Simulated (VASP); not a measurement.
A run of VASP 6.6.1 is set up as follows.

The input POSCAR:

```
Pt
1.0
   -1.5930286872      1.5930286872      1.5694863913
    1.5930286872     -1.5930286872      1.5694863913
    1.5930286872      1.5930286872     -1.5694863913
Pt
1
Direct
    0.0000000000      0.0000000000      0.0000000000
```

The input INCAR.step1:

```
ALGO     = Normal         # electronic algorithm
EDIFF    = 1E-4           # SCF threshold, eV
ENCUT    = 520            # plane-wave cutoff, eV
GGA      = PE             # functional
ISMEAR   = 0              # smearing method
LASPH    = T              # aspherical terms in the spheres
LCHARG   = F              # write CHGCAR
LREAL    = F              # projectors in reciprocal space
LWAVE    = T              # write WAVECAR
NBANDS   = 11             # bands
NELM     = 100            # most SCF steps
PREC     = Accurate       # precision mode
SIGMA    = 0.15           # smearing width, eV
```

The input INCAR.step2:

```
ALGO     = Normal         # electronic algorithm
EDIFF    = 1E-6           # SCF threshold, eV
ENCUT    = 520            # plane-wave cutoff, eV
ISIF     = 2              # what is computed and relaxed
ISMEAR   = 0              # smearing method
ISTART   = 1            
LASPH    = T              # aspherical terms in the spheres
LCHARG   = F              # write CHGCAR
LMIXTAU  = T            
LREAL    = F              # projectors in reciprocal space
LWAVE    = F              # write WAVECAR
METAGGA  = R2SCAN         # meta-GGA
NBANDS   = 11             # bands
NELM     = 100            # most SCF steps
PREC     = Accurate       # precision mode
SIGMA    = 0.15           # smearing width, eV
```

File KPOINTS:

```
k-points
0
Gamma
  26 26 26
```

Potentials or basis: VASP PAW PBE potentials, release 64 (Pt).

Command:

```sh
$ cat potpaw_PBE.64/Pt/POTCAR > POTCAR
$ cp INCAR.step1 INCAR
$ mpirun -np 1 vasp_std > vasp.out
$ cp INCAR.step2 INCAR
$ mpirun -np 1 vasp_std > vasp.out
```

Q: Predict the pressure.

A: -6.5 GPa.

Q: Estimate the band gap on the k mesh.

A: Zero (bands 5 and 6 overlap by 2.26 eV).

Stress tensor (GPa, compression positive):
```
-6.05  0.00  0.00
 0.00 -6.05  0.00
 0.00  0.00 -7.33
```

Caveat: the cell differs from its parent crystal (strain +0.015 along x and y, +0.000 along z); the cell stands under tension; the PAW data sets were made with another functional, which shifts forces and pressure a little; spin-orbit coupling is left out, which moves the levels of the heavy elements.
